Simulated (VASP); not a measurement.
Tc:

```xyz
1
Lattice="0.0000 1.9500 1.9500 1.9500 0.0000 1.9500 1.9500 1.9500 0.0000" Properties=species:S:1:pos:R:3 pbc="T T T"
Tc    0.0000    0.0000    0.0000
```

* Program: VASP 6.6.1
* Task: relaxation of cell and atoms
* Functional: revPBE
* Potentials or basis: VASP PAW PBE potentials, release 64 (Tc_pv)
* Cutoff: 600 eV
* k mesh: 12 × 12 × 12
* Occupations: fermi-dirac, width 0.05 eV
* Spin: no spin polarisation

At the start: pressure -4.0 GPa; volume 14.83 Å³/atom.

Question: How do energy, volume and symmetry change on relaxing?

Answer: Over 3 steps the energy falls by 2.7 meV/atom and the volume is 14.62 Å³/atom (-1.4 %); space group Fm-3m (No. 225, to 0.05 Å).

The path:
| step | energy change (eV) | largest force (eV/Å) | pressure (GPa) | volume (Å³) |
| --- | --- | --- | --- | --- |
| 1 | 0.0000 | 0.0000 | -3.98 | 14.83 |
| 2 | 0.0184 | 0.0000 | 12.48 | 14.05 |
| 3 | -0.0027 | 0.0000 | -0.06 | 14.62 |

Final structure:
```
Tc
1.0
     0.00000    1.94075    1.94075
     1.94075    0.00000    1.94075
     1.94075    1.94075    0.00000
Tc
1
Direct
  0.00000 0.00000 0.00000
```

Caveat: the PAW data sets were made with another functional, which shifts forces and pressure a little.
